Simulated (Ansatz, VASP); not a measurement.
## Mg2Ti3O3: VASP beside Ansatz

```
Mg Ti O
1.0
     3.86258    0.00000    0.00000
     0.00000    3.86258    0.00000
     0.00000    0.00000    7.87105
Mg Ti O
2 3 3
Direct
  0.00000 0.00000 0.16019
  0.00000 0.00000 0.83981
  0.50000 0.50000 0.74710
  0.50000 0.50000 0.25290
  0.00000 0.00000 0.50000
  0.00000 0.50000 0.50000
  0.50000 0.00000 0.50000
  0.50000 0.50000 0.00000
```

Alike in both runs: functional PBE; k mesh 4 × 4 × 3; occupations gaussian, width 0.2 eV; collinear spin.

Ansatz relaxed the structure, and its values are those at the end. VASP's run is a single point on that final structure, the one shown.

```csv
,VASP,Ansatz
version,VASP 6.6.1,Ansatz 0.2.0
potentials or method,"VASP PAW PBE potentials, release 64 (Mg, Ti_sv, O), cutoff 520 eV","scalar-relativistic, plane waves, PAW"
valence electrons in the cell,58,74
```

Ansatz gave:

| Property | Result |
| --- | --- |
| gap on the k mesh at the Fermi level (eV) | none |
| pressure (GPa) | 0.1 |
| rms of the force components (eV/Å) | 0.005 |
| net moment per atom (μB) | 0.23 |
| size of the moment on the site where the two differ most (μB) | 0.50 |

Task: What did VASP give for the same quantities?

Result: gap on the k mesh at the Fermi level (eV): none; pressure (GPa): 0.3; rms of the force components (eV/Å): 0.019; net moment per atom (μB): 0.23; size of the moment on the site where the two differ most (μB): 0.68.

Site moments also hang on the region over which each program counts them. A gap of «none» marks a metal or a gap that the smearing closes. VASP's potentials hold 58 valence electrons a cell and Ansatz's 74, so a difference there can come from the potentials and not from the codes. Ansatz's warnings: seeded moment not kept.

The k mesh is coarse, so the values compare programs but aren't converged.
